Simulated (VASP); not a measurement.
Set up this calculation in VASP 6.6.1, as the native input.

- Task: single point
- Functional: PBE
- Potentials or basis: VASP PAW PBE potentials, release 64 (Ba_sv, Ir)
- Cutoff: 520 eV
- k mesh: 8 × 8 × 8
- Occupations: gaussian, width 0.05 eV
- Spin: no spin polarisation
- Dipole correction: no
- Further INCAR settings: ALGO = Fast; EDIFF = 1e-06; NBANDS = 26

The structure of BaIr3 lies in POSCAR:

```
BaIr3
1.0
    4.2490551527      0.0000000000      0.0000000000
    0.0000000000      4.2490551527      0.0000000000
    0.0000000000      0.0000000000      4.2490551527
Ba Ir
1 3
Direct
    0.0000000000      0.0000000000      0.0000000000
    0.0000000000      0.5000000000      0.5000000000
    0.5000000000      0.5000000000      0.0000000000
    0.5000000000      0.0000000000      0.5000000000
```

This cell differs from its parent crystal: volume scaled by 1.020.

The input as run:

INCAR

```
SYSTEM = BaIr3
  PREC = Accurate
  ENCUT = 520
  EDIFF = 1E-6
  ISMEAR = 0
  SIGMA = 0.05
  LREAL = .FALSE.
  LASPH = .TRUE.
  NELM = 60
  ALGO = Fast
  ISIF = 2
  LWAVE = .FALSE.
  LCHARG = .FALSE.
  GGA = PE
  NBANDS = 26
```

KPOINTS

```
Automatic mesh
0
G
  8 8 8
  0 0 0
```

Potentials or basis: VASP PAW PBE potentials, release 64 (Ba_sv, Ir).

Launch:

```bash
$ cat potpaw_PBE.64/Ba_sv/POTCAR potpaw_PBE.64/Ir/POTCAR > POTCAR
$ mpirun -np 1 vasp_std > vasp.out
```

It gave:

The pressure is 0.9 GPa.

Run time: 26 s on 1 thread of Intel(R) Xeon(R) 6975P-C (Granite Rapids), with other jobs on the host, peak memory 0.21 GiB.
